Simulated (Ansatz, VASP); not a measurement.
TaF3 in VASP and in Ansatz

```xyz
4
Lattice="3.9545 0.4755 0.4755 0.4755 3.9545 0.4755 0.4755 0.4755 3.9545" Properties=species:S:1:pos:R:3 pbc="T T T"
Ta    0.0000    0.0000    0.0000
F     1.9773    0.2377    0.2377
F     0.2377    1.9773    0.2377
F     0.2377    0.2377    1.9773
```

Alike in both runs: task single point; functional PBEsol; k mesh 14 × 14 × 14; occupations gaussian, width 0.15 eV; no spin polarisation.

```csv
,VASP,Ansatz
version,VASP 6.6.1,Ansatz 0.2.0
potentials or method,"VASP PAW PBE potentials, release 64 (Ta_pv, F), cutoff 520 eV","scalar-relativistic, plane waves, PAW"
valence electrons in the cell,32,34
```

```tsv
	VASP	Ansatz	Ansatz less VASP
gap on the k mesh at the Fermi level (eV)	none	none	-
pressure (GPa)	6.1	5.8	-0.24
traceless stress, the component that is largest in VASP (GPa)	-1.52	-1.61	-0.088
```

VASP's potentials were made for PBE, not for PBEsol. A gap of «none» marks a metal or a gap that the smearing closes. VASP's potentials hold 32 valence electrons a cell and Ansatz's 34, so a difference there can come from the potentials and not from the codes.

Neither program's run includes spin-orbit coupling.
